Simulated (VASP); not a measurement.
A run of VASP 6.6.1:

Contents of POSCAR:

```
GaN
1.0
    3.1828215307      0.0000000000      0.0000000000
   -1.5914107653      2.7564043013      0.0000000000
    0.0000000000      0.0000000000      5.1856745335
Ga N
2 2
Direct
    0.3333333333      0.6666666667      0.0001943561
    0.6666666667      0.3333333333      0.5001943561
    0.3333333333      0.6666666667      0.3768056439
    0.6666666667      0.3333333333      0.8768056439
```

The input INCAR.step1:

```
SYSTEM = GaN
PREC = Accurate
ENCUT = 660
ISMEAR = 0
SIGMA = 0.02
LREAL = .FALSE.
LASPH = .TRUE.
NELM = 120
NBANDS = 26
GGA = PE
ALGO = Normal
EDIFF = 1E-5
LWAVE = .TRUE.
LCHARG = .FALSE.
GGA_COMPAT = .FALSE.
```

The input INCAR.step2:

```
SYSTEM = GaN
PREC = Accurate
ENCUT = 660
EDIFF = 1E-6
ISMEAR = 0
SIGMA = 0.02
LREAL = .FALSE.
LASPH = .TRUE.
NELM = 120
ALGO = Normal
ISIF = 2
LWAVE = .FALSE.
LCHARG = .TRUE.
METAGGA = R2SCAN
LMIXTAU = .TRUE.
LELF = .TRUE.
LVHAR = .TRUE.
NBANDS = 26
ISTART = 1
GGA_COMPAT = .FALSE.
```

KPOINTS

```
Automatic mesh
0
G
  12 12 6
  0 0 0
```

Potentials or basis: VASP PAW PBE potentials, release 64 (Ga_d, N).

Run with:

```sh
$ cat potpaw_PBE.64/Ga_d/POTCAR potpaw_PBE.64/N/POTCAR > POTCAR
$ cp INCAR.step1 INCAR
$ mpirun -np 1 vasp_std > vasp.out
$ cp INCAR.step2 INCAR
$ mpirun -np 1 vasp_std > vasp.out
```

Hardware: 1 thread of Intel Xeon 8259CL, on a shared host.

Estimate the wall time of this run.

Wall time 10 min on 1 thread of Intel Xeon 8259CL (shared host), peak memory 0.27 GiB. Counts: k points 76.
